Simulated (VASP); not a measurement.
# BaTe (Fm-3m) in VASP: a series of runs

Runs on BaTe. Level: PBE0. Tasks: single point.

All numbers are computed with VASP 6.6.1; they aren't measurements. Logs are shortened: lines on timing, memory, paths and dates and some standing lists are left out, and cuts for length are marked.

## Step 1: The cell of the first run

Symmetry: Fm-3m, No. 225, cubic system. Conventional cell: a = 6.820 Å, b = 6.820 Å, c = 6.820 Å, α = 90.00°, β = 90.00°, γ = 90.00°. Within 4.5 Å of Ba (site symmetry m-3m) lie 6 Te at 3.41 Å. Te (site symmetry m-3m) has 6 Ba at 3.41 Å within 4.5 Å.

## Step 2: Single point, PBE0

POSCAR reads:

```
BaTe
1.0
    0.0000000000      3.4100000000      3.4100000000
    3.4100000000      0.0000000000      3.4100000000
    3.4100000000      3.4100000000      0.0000000000
Ba Te
1 1
Direct
    0.0000000000      0.0000000000      0.0000000000
    0.5000000000      0.5000000000      0.5000000000
```

INCAR.step1 reads:

```
PREC = Accurate ; ENCUT = 520
EDIFF = 1E-5 ; ISMEAR = -1
SIGMA = 0.05 ; LREAL = F
LASPH = T ; NELM = 100
ALGO = Normal ; ISIF = 2
LWAVE = T ; LCHARG = F
NBANDS = 15 ; GGA = PE
```

INCAR.step2 reads:

```
PREC = Accurate ; ENCUT = 520
EDIFF = 1E-6 ; ISMEAR = -1
SIGMA = 0.05 ; LREAL = F
LASPH = T ; NELM = 100
ALGO = Normal ; ISIF = 2
LWAVE = F ; LCHARG = F
GGA = PE ; LHFCALC = T
AEXX = 0.25 ; PRECFOCK = Normal
NBANDS = 15 ; ISTART = 1
```

KPOINTS reads:

```
Automatic mesh
0
Gamma
  4 4 4
```

Potentials or basis: VASP PAW PBE potentials, release 64 (Ba_sv, Te).

Command:

```bash
$ cat potpaw_PBE.64/Ba_sv/POTCAR potpaw_PBE.64/Te/POTCAR > POTCAR
$ cp INCAR.step1 INCAR
$ mpirun -np 1 vasp_std > vasp.out
$ cp INCAR.step2 INCAR
$ mpirun -np 1 vasp_std > vasp.out
```

OUTCAR:

```text
PREC = Accurate
   ENCUT = 520
   EDIFF = 1E-6
   ISMEAR = -1
   LREAL = F
   LASPH = T
   NELM = 100
   ISIF = 2
   GGA = PE
   LHFCALC = T
   AEXX = 0.25
   PRECFOCK = Normal
   ISTART = 1

 ion  position               nearest neighbor table
   1  0.000  0.000  0.000-   2 3.41   2 3.41   2 3.41   2 3.41   2 3.41   2 3.41
   2  0.500  0.500  0.500-   1 3.41   1 3.41   1 3.41   1 3.41   1 3.41   1 3.41

  LATTYP: Found a face centered cubic cell.
 ALAT       =     6.8200000000

  Lattice vectors:

 A1 = (   0.0000000000,   3.4100000000,   3.4100000000)
 A2 = (   3.4100000000,   0.0000000000,   3.4100000000)
 A3 = (   3.4100000000,   3.4100000000,   0.0000000000)

Analysis of symmetry for initial positions (statically):
=====================================================================
 Subroutine PRICEL returns:
 Original cell was already a primitive cell.

 Routine SETGRP: Setting up the symmetry group for a
 face centered cubic supercell.

 Subroutine GETGRP returns: Found 48 space group operations
 (whereof 48 operations were pure point group operations)
 out of a pool of 48 trial point group operations.

The static configuration has the point symmetry O_h .

Analysis of symmetry for dynamics (positions and initial velocities):
=====================================================================
 Subroutine PRICEL returns:
 Original cell was already a primitive cell.

 Routine SETGRP: Setting up the symmetry group for a
 face centered cubic supercell.

 Subroutine GETGRP returns: Found 48 space group operations
 (whereof 48 operations were pure point group operations)
 out of a pool of 48 trial point group operations.

The dynamic configuration has the point symmetry O_h .

 Subroutine INISYM returns: Found 48 space group operations
 (whereof 48 operations are pure point group operations),
 and found     1 'primitive' translations

----------------------------------------------------------------------------------------

                                     Primitive cell

  volume of cell :      79.3036

  direct lattice vectors                    reciprocal lattice vectors
     0.000000000  3.410000000  3.410000000    -0.146627566  0.146627566  0.146627566
     3.410000000  0.000000000  3.410000000     0.146627566 -0.146627566  0.146627566
     3.410000000  3.410000000  0.000000000     0.146627566  0.146627566 -0.146627566

  length of vectors
     4.822468248  4.822468248  4.822468248     0.253966394  0.253966394  0.253966394

  position of ions in fractional coordinates (direct lattice)
     0.000000000  0.000000000  0.000000000
     0.500000000  0.500000000  0.500000000

  ion indices of the primitive-cell ions
   primitive index   ion index
                 1           1
                 2           2

----------------------------------------------------------------------------------------

 KPOINTS: Automatic mesh

Automatic generation of k-mesh.
 Grid dimensions read from file:
 generate k-points for:    4    4    4

 Generating k-lattice:

  Cartesian coordinates                     Fractional coordinates (reciprocal lattice)
    -0.036656891  0.036656891  0.036656891     0.250000000  0.000000000  0.000000000
     0.036656891 -0.036656891  0.036656891     0.000000000  0.250000000  0.000000000
     0.036656891  0.036656891 -0.036656891     0.000000000  0.000000000  0.250000000

  Length of vectors
     0.063491599  0.063491599  0.063491599

  Shift w.r.t. Gamma in fractional coordinates (k-lattice)
     0.000000000  0.000000000  0.000000000

 Subroutine IBZKPT returns following result:
 ===========================================

 Found      8 irreducible k-points:

 Following reciprocal coordinates:
            Coordinates               Weight
  0.000000  0.000000  0.000000      1.000000
  0.250000  0.000000  0.000000      8.000000
  0.500000  0.000000  0.000000      4.000000
  0.250000  0.250000  0.000000      6.000000
  0.500000  0.250000  0.000000     24.000000
 -0.250000  0.250000  0.000000     12.000000
  0.500000  0.500000  0.000000      3.000000
 -0.250000  0.500000  0.250000      6.000000
   k-points           NKPTS =      8   k-points in BZ     NKDIM =     64   number of bands    NBANDS=     15
   number of dos      NEDOS =    301   number of ions     NIONS =      2
   total plane-waves  NPLWV =  46656
   dimension x,y,z NGX =    36 NGY =   36 NGZ =   36
   dimension x,y,z NGXF=    72 NGYF=   72 NGZF=   72
   ions per type =               1   1
   NGX,Y,Z   is equivalent  to a cutoff of  12.41, 12.41, 12.41 a.u.
   NGXF,Y,Z  is equivalent  to a cutoff of  24.82, 24.82, 24.82 a.u.
 SYSTEM =  unknown system
   PREC   = accura    normal or accurate (medium, high low for compatibility)
   ISTART =      1    job   : 0-new  1-cont  2-samecut
   ICHARG =      0    charge: 1-file 2-atom 10-const
   ISPIN  =      1    spin polarized calculation?
   LNONCOLLINEAR =      F non collinear calculations
   LSORBIT =      F    spin-orbit coupling
   LASPH  =      T    aspherical Exc in radial PAW
   ENCUT  =  520.0 eV  38.22 Ry    6.18 a.u.   8.97  8.97  8.97*2*pi/ulx,y,z
   NELM   =    100;   NELMIN=  2; NELMDL=  0     # of ELM steps
   EDIFF  = 0.1E-05   stopping-criterion for ELM
   LREAL  =      F    real-space projection
   EDIFFG = 0.1E-04   stopping-criterion for IOM
   NSW    =      0    number of steps for IOM
   IBRION =     -1    ionic relax: 0-MD 1-quasi-New 2-CG
   NFREE  =      0    steps in history (QN), initial steepest desc. (CG)
   ISIF   =      2    stress and relaxation
   ISYM   =      3    0-nonsym 1-usesym 2-fastsym
   POTIM  = 0.5000    time-step for ionic-motion
   TEBEG  =    0.0;   TEEND  =   0.0 temperature during run
   PSTRESS=    0.0 pullay stress
   NELECT =      16.0000    total number of electrons
   NUPDOWN=      -1.0000    fix difference up-down
   EMIN   =  10.00;   EMAX   =-10.00  energy-range for DOS
   EFERMI =   0.00;   METHOD = LEGACY
   ISMEAR =    -1;   SIGMA  =   0.05  broadening in eV -4-tet -1-fermi 0-gaus
   EFERMI_NEDOS =   21; number of points for ismear=-14 and -15
   IALGO  =     38    algorithm
   IMIX   =      1    mixing-type and parameters
     AMIX     =   0.40;   BMIX     =  1.00
     AMIX_MAG =   1.60;   BMIX_MAG =  1.00
  volume/ion in A,a.u.               =      39.65       267.58
  Fermi-wavevector in a.u.,A,eV,Ry     =   0.960175  1.814468 12.543704  0.921936
  Thomas-Fermi vector in A             =   2.089436
   LORBIT       =      0    0 simple, 1 ext, 2 COOP (PROOUT), +10 PAW based schemes
   GGA     = PE    functional components
   LHFCALC =     T    Hartree Fock is set to
   PRECFOCK=normal    Normal, Fast or Accurate (Low or Medium for compatibility)
   ENCUT4O =  -1.0   cutoff for four orbital integrals eV
   NKREDX  =     1    reduce k-point grid by
   NKREDY  =     1    reduce k-point grid by
   NKREDZ  =     1    reduce k-point grid by
   AEXX    =    0.2500 exact exchange contribution
   HFSCREEN=    0.0000 screening length (either q_TF or 0.3 A-1)
   HFSCREENC=   0.0000 screening length for correlation (either q_TF or 0.3 A-1)
   ENCUTFOCK=  -1.0 apply spherical cutoff to Coloumb kernel
   IVDW    =     0    specifies the selected vdW correction
   LEPSILON=     F    determine dielectric tensor
   LRPA    =     F    only Hartree local field effects (RPA)
 non-spin polarized calculation
  energy-cutoff  :      520.00
  volume of cell :       79.30
 maximum number of plane-waves:      2148
  NGX = 28; NGY = 28; NGZ = 28

 number of electron      16.0000000 magnetization

 Free energy of the ion-electron system (eV)
  ---------------------------------------------------
  ext. energy  EPLUGINS =         0.00000000
  ---------------------------------------------------
  free energy    TOTEN  =       -10.27483854 eV

  energy without entropy =      -10.27483854  energy(sigma->0) =      -10.27483854

 E-fermi :   3.0451     XC(G=0):  -6.7880

 val. band max:        1.9253428844   @ k =   0.0000   0.0000   0.0000
 cond. band min:       4.6429160118   @ k =   0.5000   0.5000   0.0000
 fundamental gap:      2.7175731274
 Fermi energy:         3.0450770335

 k-point     1 :       0.0000    0.0000    0.0000
  band No.  band energies     occupation
      1     -26.8642      2.00000
      2     -10.9736      2.00000
      3     -10.9736      2.00000
      4     -10.9736      2.00000
      5      -8.7350      2.00000
      6       1.9253      2.00000
      7       1.9253      2.00000
      8       1.9253      2.00000
      9       6.3410      0.00000
     10       6.3410      0.00000
     11       6.3410      0.00000
     12       6.5841      0.00000
     13       7.0504      0.00000
     14       7.0504      0.00000
     15      10.4620      0.00000

 k-point     2 :       0.2500    0.0000    0.0000
  band No.  band energies     occupation
      1     -26.8525      2.00000
      2     -11.3820      2.00000
      3     -10.9787      2.00000
      4     -10.9787      2.00000
      5      -8.1170      2.00000
      6       0.3065      2.00000
      7       1.0935      2.00000
      8       1.0935      2.00000
      9       6.5436      0.00000
     10       7.1902      0.00000
     11       7.1902      0.00000
     12       8.7054      0.00000
     13       8.8903      0.00000
     14       8.8903      0.00000
     15      12.2195      0.00000

 k-point     3 :       0.5000    0.0000    0.0000
  band No.  band energies     occupation
      1     -26.8406      2.00000
      2     -11.6831      2.00000
      3     -10.9835      2.00000
      4     -10.9835      2.00000
      5      -7.5704      2.00000
      6      -0.7991      2.00000
      7       0.5129      2.00000
      8       0.5129      2.00000
      9       7.6373      0.00000
     10       8.6051      0.00000
     11       8.7664      0.00000
     12       8.7664      0.00000
     13      10.6908      0.00000
     14      10.6908      0.00000
     15      11.8644      0.00000

 k-point     4 :       0.2500    0.2500    0.0000
  band No.  band energies     occupation
      1     -26.8486      2.00000
      2     -11.2898      2.00000
      3     -11.0383      2.00000
      4     -11.0383      2.00000
      5      -8.2299      2.00000
      6       0.0747      2.00000
      7       1.5635      2.00000
      8       1.5635      2.00000
      9       5.3003      0.00000
     10       7.4816      0.00000
     11       7.5221      0.00000
     12       8.3092      0.00000
     13       8.3092      0.00000
     14      11.3122      0.00000
     15      12.8552      0.00000

 k-point     5 :       0.5000    0.2500    0.0000
  band No.  band energies     occupation
      1     -26.8368      2.00000
      2     -11.4612      2.00000
      3     -11.1083      2.00000
      4     -11.0449      2.00000
      5      -7.9981      2.00000
      6       0.0049      2.00000
      7       0.7147      2.00000
      8       0.9614      2.00000
      9       6.0158      0.00000
     10       8.7816      0.00000
     11       9.1428      0.00000
     12       9.3540      0.00000
     13       9.3672      0.00000
     14      10.3267      0.00000
     15      11.5114      0.00000

 k-point     6 :      -0.2500    0.2500    0.0000
  band No.  band energies     occupation
      1     -26.8407      2.00000
      2     -11.4903      2.00000
      3     -11.1211      2.00000
      4     -10.9856      2.00000
      5      -7.8557      2.00000
      6      -0.3189      2.00000
      7       0.6048      2.00000
      8       1.0096      2.00000
      9       7.3534      0.00000
     10       7.7020      0.00000
     11       7.9876      0.00000
     12       8.5371      0.00000
     13       9.5772      0.00000
     14      11.8145      0.00000
     15      12.5708      0.00000

 k-point     7 :       0.5000    0.5000    0.0000
  band No.  band energies     occupation
      1     -26.8330      2.00000
      2     -11.3049      2.00000
      3     -11.1045      2.00000
      4     -11.1045      2.00000
      5      -8.4608      2.00000
      6       0.5970      2.00000
      7       1.4859      2.00000
      8       1.4859      2.00000
      9       4.6429      0.00000
     10       8.1382      0.00000
     11       8.5039      0.00000
     12       9.6494      0.00000
     13       9.7890      0.00000
     14       9.7890      0.00000
     15      11.8165      0.00000

 k-point     8 :      -0.2500    0.5000    0.2500
  band No.  band energies     occupation
      1     -26.8330      2.00000
      2     -11.2418      2.00000
      3     -11.2047      2.00000
      4     -11.2047      2.00000
      5      -8.1072      2.00000
      6       0.3539      2.00000
      7       0.8163      2.00000
      8       0.8163      2.00000
      9       7.0119      0.00000
     10       7.0119      0.00000
     11       8.6274      0.00000
     12       9.0959      0.00000
     13       9.8078      0.00000
     14      12.3357      0.00000
     15      12.6555      0.00000

------------------------ aborting loop because EDIFF is reached ----------------------------------------

  FORCE on cell =-STRESS in cart. coord.  units (eV):
  Direction    XX          YY          ZZ          XY          YZ          ZX
  --------------------------------------------------------------------------------------
  -------------------------------------------------------------------------------------
  Total        1.9489203      1.9489203      1.9489203     -0.0000000     -0.0000000      0.0000000
  in kB       39.3741806     39.3741806     39.3741806     -0.0000000     -0.0000000      0.0000000
  external PRESSURE =      39.3741806 kB  Pullay stress =       0.0000000 kB

 VOLUME and BASIS-vectors are now :
 -----------------------------------------------------------------------------
  energy-cutoff  :      520.00
  volume of cell :       79.30
      direct lattice vectors                 reciprocal lattice vectors
     0.000000000  3.410000000  3.410000000    -0.146627566  0.146627566  0.146627566
     3.410000000  0.000000000  3.410000000     0.146627566 -0.146627566  0.146627566
     3.410000000  3.410000000  0.000000000     0.146627566  0.146627566 -0.146627566

 POSITION                                       TOTAL-FORCE (eV/Angst)
 -----------------------------------------------------------------------------------
      0.00000      0.00000      0.00000        -0.000000      0.000000      0.000000
      3.41000      3.41000      3.41000         0.000000     -0.000000     -0.000000
 -----------------------------------------------------------------------------------
    total drift:                               -0.000000     -0.000000     -0.000000

  FREE ENERGIE OF THE ION-ELECTRON SYSTEM (eV)
  ---------------------------------------------------
  free  energy   TOTEN  =       -10.2748385374 eV

  energy  without entropy=      -10.2748385374  energy(sigma->0) =      -10.27483854
```

It took 14 min on 1 thread of Intel Xeon 8259CL, shared host; peak memory 0.22 GiB.

Results:

* Free energy: -10.2748 eV
* Pressure: 3.9 GPa
* Band gap on the k mesh: 2.72 eV (least direct gap 3.16 eV)

Levels at points of the mesh, in eV from the valence-band top:
```csv
k point,band 5,band 6,band 7,band 8,band 9,band 10,band 11,band 12
"(0.00, 0.00, 0.00)",-10.66,0.00,0.00,0.00,4.42,4.42,4.42,4.66
"(0.50, 0.00, 0.00)",-9.50,-2.72,-1.41,-1.41,5.71,6.68,6.84,6.84
"(0.50, 0.50, 0.00)",-10.39,-1.33,-0.44,-0.44,2.72,6.21,6.58,7.72
```

Caveat: the cell stands under pressure; the PAW data sets were made with another functional, which shifts forces and pressure a little; spin-orbit coupling is left out, which moves the levels of the heavy elements.

[end of part 1 of 2]
